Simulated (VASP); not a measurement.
# InP (R-3m) in VASP: notebook, part 2 of 2

VASP 6.6.1.

### Step 4. Single point, PBEsol (equal xy, yz and zx shear strains of +2 %)

The input, INCAR:

```
PREC     = Accurate       # precision mode
ENCUT    = 520            # plane-wave cutoff, eV
EDIFF    = 1E-7           # SCF threshold, eV
ISMEAR   = -1             # smearing method
SIGMA    = 0.03           # smearing width, eV
LREAL    = F              # projectors in reciprocal space
LASPH    = T              # aspherical terms in the spheres
NELM     = 60             # most SCF steps
ALGO     = Normal         # electronic algorithm
ISIF     = 2              # what is computed and relaxed
LWAVE    = F              # write WAVECAR
LCHARG   = F              # write CHGCAR
GGA      = PS             # functional
NBANDS   = 16             # bands
```

The input, KPOINTS:

```
regular mesh
0
Gamma
  11 11 11
```

The input, POSCAR:

```
InP
1.0
    0.0571000000      2.8835500000      2.8835500000
    2.8835500000      0.0571000000      2.8835500000
    2.8835500000      2.8835500000      0.0571000000
In P
1 1
Direct
    0.0000000000      0.0000000000      0.0000000000
    0.5000000000      0.5000000000      0.5000000000
```

Potentials or basis: VASP PAW PBE potentials, release 64 (In_d, P).

Launch:

```
> cat potpaw_PBE.64/In_d/POTCAR potpaw_PBE.64/P/POTCAR > POTCAR
> mpirun -np 1 vasp_std > vasp.out
```

OUTCAR:

```text
PREC = Accurate
   ENCUT = 520
   EDIFF = 1E-7
   ISMEAR = -1
   LREAL = F
   LASPH = T
   NELM = 60
   ISIF = 2
   GGA = PS

 ion  position               nearest neighbor table
   1  0.000  0.000  0.000-   2 2.86   2 2.86   2 2.86   2 2.86   2 2.86   2 2.86
   2  0.500  0.500  0.500-   1 2.86   1 2.86   1 2.86   1 2.86   1 2.86   1 2.86

  LATTYP: Found a trigonal (rhomboedric) cell.
 ALAT       =     4.0783552586
 COS(alpha) =     0.5197000882

  Lattice vectors:

 A1 = (   0.0571000000,   2.8835500000,   2.8835500000)
 A2 = (   2.8835500000,   0.0571000000,   2.8835500000)
 A3 = (   2.8835500000,   2.8835500000,   0.0571000000)

Analysis of symmetry for initial positions (statically):
=====================================================================
 Subroutine PRICEL returns:
 Original cell was already a primitive cell.

 Routine SETGRP: Setting up the symmetry group for a
 trigonal (rhombohedral) supercell.

 Subroutine GETGRP returns: Found 12 space group operations
 (whereof 12 operations were pure point group operations)
 out of a pool of 12 trial point group operations.

The static configuration has the point symmetry D_3d.

Analysis of symmetry for dynamics (positions and initial velocities):
=====================================================================
 Subroutine PRICEL returns:
 Original cell was already a primitive cell.

 Routine SETGRP: Setting up the symmetry group for a
 trigonal (rhombohedral) supercell.

 Subroutine GETGRP returns: Found 12 space group operations
 (whereof 12 operations were pure point group operations)
 out of a pool of 12 trial point group operations.

The dynamic configuration has the point symmetry D_3d.

 Subroutine INISYM returns: Found 12 space group operations
 (whereof 12 operations are pure point group operations),
 and found     1 'primitive' translations

----------------------------------------------------------------------------------------

                                     Primitive cell

  volume of cell :      46.5285

  direct lattice vectors                    reciprocal lattice vectors
     0.057100000  2.883550000  2.883550000    -0.178634669  0.175166035  0.175166035
     2.883550000  0.057100000  2.883550000     0.175166035 -0.178634669  0.175166035
     2.883550000  2.883550000  0.057100000     0.175166035  0.175166035 -0.178634669

  length of vectors
     4.078355259  4.078355259  4.078355259     0.305412221  0.305412221  0.305412221

  position of ions in fractional coordinates (direct lattice)
     0.000000000  0.000000000  0.000000000
     0.500000000  0.500000000  0.500000000

  ion indices of the primitive-cell ions
   primitive index   ion index
                 1           1
                 2           2

----------------------------------------------------------------------------------------

 KPOINTS: regular mesh

Automatic generation of k-mesh.
 Grid dimensions read from file:
 generate k-points for:   11   11   11

 Generating k-lattice:

  Cartesian coordinates                     Fractional coordinates (reciprocal lattice)
    -0.016239515  0.015924185  0.015924185     0.090909091  0.000000000  0.000000000
     0.015924185 -0.016239515  0.015924185     0.000000000  0.090909091  0.000000000
     0.015924185  0.015924185 -0.016239515     0.000000000  0.000000000  0.090909091

  Length of vectors
     0.027764747  0.027764747  0.027764747

  Shift w.r.t. Gamma in fractional coordinates (k-lattice)
     0.000000000  0.000000000  0.000000000

 Subroutine IBZKPT returns following result:
 ===========================================

 Found    146 irreducible k-points:

 Following reciprocal coordinates:
            Coordinates               Weight
  0.000000  0.000000  0.000000      1.000000
  0.090909  0.000000  0.000000      6.000000
  0.181818 -0.000000  0.000000      6.000000
  0.272727 -0.000000 -0.000000      6.000000
  0.363636 -0.000000 -0.000000      6.000000
  0.454545 -0.000000 -0.000000      6.000000
[... 16 lines left out ...]
 -0.272727  0.181818  0.000000     12.000000
 -0.181818  0.181818  0.000000      6.000000
 [... further k-points ...]
   k-points           NKPTS =    146   k-points in BZ     NKDIM =    146   number of bands    NBANDS=     16
   number of dos      NEDOS =    301   number of ions     NIONS =      2
   total plane-waves  NPLWV =  27000
   dimension x,y,z NGX =    30 NGY =   30 NGZ =   30
   dimension x,y,z NGXF=    60 NGYF=   60 NGZF=   60
   ions per type =               1   1
   NGX,Y,Z   is equivalent  to a cutoff of  12.23, 12.23, 12.23 a.u.
   NGXF,Y,Z  is equivalent  to a cutoff of  24.46, 24.46, 24.46 a.u.
 SYSTEM =  unknown system
   PREC   = accura    normal or accurate (medium, high low for compatibility)
   ISTART =      0    job   : 0-new  1-cont  2-samecut
   ICHARG =      2    charge: 1-file 2-atom 10-const
   ISPIN  =      1    spin polarized calculation?
   LNONCOLLINEAR =      F non collinear calculations
   LSORBIT =      F    spin-orbit coupling
   LASPH  =      T    aspherical Exc in radial PAW
   ENCUT  =  520.0 eV  38.22 Ry    6.18 a.u.   7.58  7.58  7.58*2*pi/ulx,y,z
   NELM   =     60;   NELMIN=  2; NELMDL= -5     # of ELM steps
   EDIFF  = 0.1E-06   stopping-criterion for ELM
   LREAL  =      F    real-space projection
   EDIFFG = 0.1E-05   stopping-criterion for IOM
   NSW    =      0    number of steps for IOM
   IBRION =     -1    ionic relax: 0-MD 1-quasi-New 2-CG
   NFREE  =      0    steps in history (QN), initial steepest desc. (CG)
   ISIF   =      2    stress and relaxation
   ISYM   =      2    0-nonsym 1-usesym 2-fastsym
   POTIM  = 0.5000    time-step for ionic-motion
   TEBEG  =    0.0;   TEEND  =   0.0 temperature during run
   PSTRESS=    0.0 pullay stress
   NELECT =      18.0000    total number of electrons
   NUPDOWN=      -1.0000    fix difference up-down
   EMIN   =  10.00;   EMAX   =-10.00  energy-range for DOS
   EFERMI =   0.00;   METHOD = LEGACY
   ISMEAR =    -1;   SIGMA  =   0.03  broadening in eV -4-tet -1-fermi 0-gaus
   EFERMI_NEDOS =   21; number of points for ismear=-14 and -15
   IALGO  =     38    algorithm
   IMIX   =      4    mixing-type and parameters
     AMIX     =   0.40;   BMIX     =  1.00
     AMIX_MAG =   1.60;   BMIX_MAG =  1.00
  volume/ion in A,a.u.               =      23.26       156.99
  Fermi-wavevector in a.u.,A,eV,Ry     =   1.192869  2.254195 19.360221  1.422936
  Thomas-Fermi vector in A             =   2.328897
   LORBIT       =      0    0 simple, 1 ext, 2 COOP (PROOUT), +10 PAW based schemes
   GGA     = PS    functional components
   LHFCALC =     F    Hartree Fock is set to
   AEXX    =    0.0000 exact exchange contribution
   IVDW    =     0    specifies the selected vdW correction
   LEPSILON=     F    determine dielectric tensor
   LRPA    =     F    only Hartree local field effects (RPA)
 non-spin polarized calculation
  energy-cutoff  :      520.00
  volume of cell :       46.53
 maximum number of plane-waves:      1276
   NGX = 15   NGY = 15   NGZ = 15

 number of electron      17.9999994 magnetization

 Free energy of the ion-electron system (eV)
  ---------------------------------------------------
  ext. energy  EPLUGINS =         0.00000000
  ---------------------------------------------------
  free energy    TOTEN  =        -8.62577613 eV

  energy without entropy =       -8.62325032  energy(sigma->0) =       -8.62451322

 E-fermi :   5.8342     XC(G=0): -10.1393

 val. band max:        5.8325323456   @ k =  -0.4545   0.0909   0.0909
 cond. band min:       5.8386072717   @ k =   0.2727  -0.0000  -0.0000
 fundamental gap:      0.0060749261
 Fermi energy:         5.8341609791

 k-point     1 :       0.0000    0.0000    0.0000
  band No.  band energies     occupation
      1      -8.1803      2.00000
      2      -8.1803      2.00000
      3      -8.1625      2.00000
      4      -8.1595      2.00000
      5      -8.1595      2.00000
      6      -5.5304      2.00000
[... 8 lines left out ...]
     15      13.7152      0.00000
     16      13.7152      0.00000

 k-point     2 :       0.0909    0.0000    0.0000
  band No.  band energies     occupation
      1      -8.1835      2.00000
      2      -8.1801      2.00000
      3      -8.1608      2.00000
      4      -8.1578      2.00000
      5      -8.1571      2.00000
      6      -5.4364      2.00000
[... 8 lines left out ...]
     15      13.4783      0.00000
     16      13.7720      0.00000
[... 387 lines left out ...]
      5      -8.1171      2.00000
      6      -4.0553      2.00000
[... 8 lines left out ...]
     15      15.5742      0.00000
     16      18.0234      0.00000

 k-point    24 :      -0.1818    0.1818    0.0000
  band No.  band energies     occupation
      1      -8.2083      2.00000
      2      -8.2056      2.00000
      3      -8.1608      2.00000
      4      -8.1345      2.00000
      5      -8.1231      2.00000
      6      -4.5567      2.00000
[... 8 lines left out ...]
     15      15.3877      0.00000
     16      16.7717      0.00000

 [... further k-points ...]
[... 5 lines left out ...]
  --------------------------------------------------------------------------------------
  -------------------------------------------------------------------------------------
  Total       -2.3832255     -2.3832255     -2.3832255     -0.1738671     -0.1738671     -0.1738671
  in kB      -82.0647829    -82.0647829    -82.0647829     -5.9869964     -5.9869964     -5.9869964
  external PRESSURE =     -82.0647829 kB  Pullay stress =       0.0000000 kB

 VOLUME and BASIS-vectors are now :
 -----------------------------------------------------------------------------
  energy-cutoff  :      520.00
  volume of cell :       46.53
      direct lattice vectors                 reciprocal lattice vectors
     0.057100000  2.883550000  2.883550000    -0.178634669  0.175166035  0.175166035
     2.883550000  0.057100000  2.883550000     0.175166035 -0.178634669  0.175166035
     2.883550000  2.883550000  0.057100000     0.175166035  0.175166035 -0.178634669

 POSITION                                       TOTAL-FORCE (eV/Angst)
 -----------------------------------------------------------------------------------
      0.00000      0.00000      0.00000         0.000000      0.000000     -0.000000
      2.91210      2.91210      2.91210        -0.000000     -0.000000      0.000000
 -----------------------------------------------------------------------------------
    total drift:                               -0.000000      0.000000      0.000000

  FREE ENERGIE OF THE ION-ELECTRON SYSTEM (eV)
  ---------------------------------------------------
  free  energy   TOTEN  =        -8.6257761255 eV

  energy  without entropy=       -8.6232503197  energy(sigma->0) =       -8.62451322
```

Wall time 3.2 min (1 thread of Intel Xeon 8259CL, shared host); peak memory 0.24 GiB.

Results:

```yaml
Free_energy: -8.6258 eV
Pressure: -8.2 GPa
Band_gap_on_the_k_mesh: zero (band 9 reaches 6.21 eV, above the bottom of band 10 at 3.95 eV)
```

Caveat: the cell differs from its parent crystal (equal xy, yz and zx shear strains of +2 %); the PAW data sets were made with another functional, which shifts forces and pressure a little; spin-orbit coupling is left out, which moves the levels of the heavy elements.

### Step 5. Single point, PBEsol (equal xy, yz and zx shear strains of -2 %)

The input, INCAR:

```
SYSTEM = InP
PREC = Accurate ; ENCUT = 520
EDIFF = 1E-7 ; ISMEAR = -1
SIGMA = 0.03 ; LREAL = .FALSE.
LASPH = .TRUE. ; NELM = 80
ALGO = Normal ; ISIF = 2
LWAVE = .FALSE. ; LCHARG = .TRUE.
GGA = PS ; LELF = .TRUE.
LVHAR = .TRUE. ; NBANDS = 16
```

The input, KPOINTS:

```
Automatic mesh
0
G
  11 11 11
  0 0 0
```

The input, POSCAR:

```
InP
1.0
   -0.0571000000      2.8264500000      2.8264500000
    2.8264500000     -0.0571000000      2.8264500000
    2.8264500000      2.8264500000     -0.0571000000
In P
1 1
Direct
    0.0000000000      0.0000000000      0.0000000000
    0.5000000000      0.5000000000      0.5000000000
```

Potentials or basis: VASP PAW PBE potentials, release 64 (In_d, P).

Launch:

```
> cat potpaw_PBE.64/In_d/POTCAR potpaw_PBE.64/P/POTCAR > POTCAR
> mpirun -np 1 vasp_std > vasp.out
```

OUTCAR:

```text
SYSTEM = InP
   PREC = Accurate
   ENCUT = 520
   EDIFF = 1E-7
   ISMEAR = -1
   LREAL = .FALSE.
   LASPH = .TRUE.
   NELM = 80
   ISIF = 2
   GGA = PS

 ion  position               nearest neighbor table
   1  0.000  0.000  0.000-   2 2.86   2 2.86   2 2.86   2 2.86   2 2.86   2 2.86
   2  0.500  0.500  0.500-   1 2.86   1 2.86   1 2.86   1 2.86   1 2.86   1 2.86

  LATTYP: Found a trigonal (rhomboedric) cell.
 ALAT       =     3.9976117389
 COS(alpha) =     0.4797000918

  Lattice vectors:

 A1 = (  -0.0571000000,   2.8264500000,   2.8264500000)
 A2 = (   2.8264500000,  -0.0571000000,   2.8264500000)
 A3 = (   2.8264500000,   2.8264500000,  -0.0571000000)

Analysis of symmetry for initial positions (statically):
=====================================================================
 Subroutine PRICEL returns:
 Original cell was already a primitive cell.

 Routine SETGRP: Setting up the symmetry group for a
 trigonal (rhombohedral) supercell.

 Subroutine GETGRP returns: Found 12 space group operations
 (whereof 12 operations were pure point group operations)
 out of a pool of 12 trial point group operations.
[... 157 lines left out ...]
  ext. energy  EPLUGINS =         0.00000000
  ---------------------------------------------------
  free energy    TOTEN  =        -8.62600296 eV

  energy without entropy =       -8.62334965  energy(sigma->0) =       -8.62467630

 E-fermi :   5.8415     XC(G=0): -10.1393

 val. band max:        5.8410989065   @ k =   0.1818   0.0000   0.0000
 cond. band min:       5.8426929688   @ k =  -0.2727  -0.2727   0.1818
 fundamental gap:      0.0015940624
 Fermi energy:         5.8414628933

 k-point     1 :       0.0000    0.0000    0.0000
  band No.  band energies     occupation
      1      -8.1809      2.00000
      2      -8.1809      2.00000
      3      -8.1620      2.00000
      4      -8.1604      2.00000
      5      -8.1604      2.00000
      6      -5.5301      2.00000
[... 433 lines left out ...]
      3      -8.1572      2.00000
      4      -8.1365      2.00000
      5      -8.1251      2.00000
      6      -4.5924      2.00000
[... 8 lines left out ...]
     15      15.5230      0.00000
     16      16.4088      0.00000

 [... further k-points ...]
[... 5 lines left out ...]
  --------------------------------------------------------------------------------------
  -------------------------------------------------------------------------------------
  Total       -2.3830999     -2.3830999     -2.3830999      0.1584743      0.1584743      0.1584743
  in kB      -82.0607850    -82.0607850    -82.0607850      5.4569771      5.4569771      5.4569771
  external PRESSURE =     -82.0607850 kB  Pullay stress =       0.0000000 kB

 VOLUME and BASIS-vectors are now :
 -----------------------------------------------------------------------------
  energy-cutoff  :      520.00
  volume of cell :       46.53
      direct lattice vectors                 reciprocal lattice vectors
    -0.057100000  2.826450000  2.826450000    -0.171628014  0.175166736  0.175166736
     2.826450000 -0.057100000  2.826450000     0.175166736 -0.171628014  0.175166736
     2.826450000  2.826450000 -0.057100000     0.175166736  0.175166736 -0.171628014

 POSITION                                       TOTAL-FORCE (eV/Angst)
 -----------------------------------------------------------------------------------
      0.00000      0.00000      0.00000         0.000000     -0.000000      0.000000
      2.79790      2.79790      2.79790        -0.000000      0.000000     -0.000000
 -----------------------------------------------------------------------------------
    total drift:                               -0.000000      0.000000      0.000000

  FREE ENERGIE OF THE ION-ELECTRON SYSTEM (eV)
  ---------------------------------------------------
  free  energy   TOTEN  =        -8.6260029565 eV

  energy  without entropy=       -8.6233496462  energy(sigma->0) =       -8.62467630
```

stdout:

```text
POSCAR found type information on POSCAR InP
 POSCAR found :  2 types and       2 ions
 scaLAPACK will be used
 -----------------------------------------------------------------------------
|                                                                             |
|                                                                             |
|     You enforced a specific xc type in the INCAR file but a different       |
|     I HOPE YOU KNOW WHAT YOU ARE DOING!                                     |
|                                                                             |
 -----------------------------------------------------------------------------

 LDA part: xc-table for (Slater+PW92), standard interpolation
 POSCAR, INCAR and KPOINTS ok, starting setup
 FFT: planning ... GRIDC
 FFT: planning ... GRID_SOFT
 FFT: planning ... GRID
 WAVECAR not read
 entering main loop
```

Wall time 3.1 min (1 thread of Intel Xeon 8259CL, shared host); peak memory 0.25 GiB.

Results:

```yaml
Free_energy: -8.6260 eV
Pressure: -8.2 GPa
Band_gap_on_the_k_mesh: zero (band 9 reaches 6.21 eV, above the bottom of band 10 at 3.95 eV)
```

Stress tensor (GPa, compression positive):
```
-8.21  0.55  0.55
 0.55 -8.21  0.55
 0.55  0.55 -8.21
```

Caveat: the cell differs from its parent crystal (equal xy, yz and zx shear strains of -2 %); the PAW data sets were made with another functional, which shifts forces and pressure a little; spin-orbit coupling is left out, which moves the levels of the heavy elements.

### Step 6. Overview

| cell | gap on the mesh (eV) | pressure (GPa) |
| --- | --- | --- |
| a = 3.978 Å, angles 62.0°, 2 atoms | none | -8.2 |
| a = 4.017 Å, angles 60.7°, 2 atoms | none | -8.2 |
| a = 4.078 Å, angles 58.7°, 2 atoms | none | -8.2 |
| a = 3.998 Å, angles 61.3°, 2 atoms | none | -8.2 |

Alike in all rows: task single point; level PBEsol; potentials or basis VASP PAW PBE potentials, release 64 (In_d, P); no spin polarisation; k mesh 11 × 11 × 11; cutoff (eV) 520; smearing fermi-dirac 0.03 eV.

Caveats: the PAW data sets were made with another functional, which shifts forces and pressure a little; spin-orbit coupling is left out, which moves the levels of the heavy elements.

Total energies depend on the potentials used, so only differences within one code and one set of settings carry meaning.
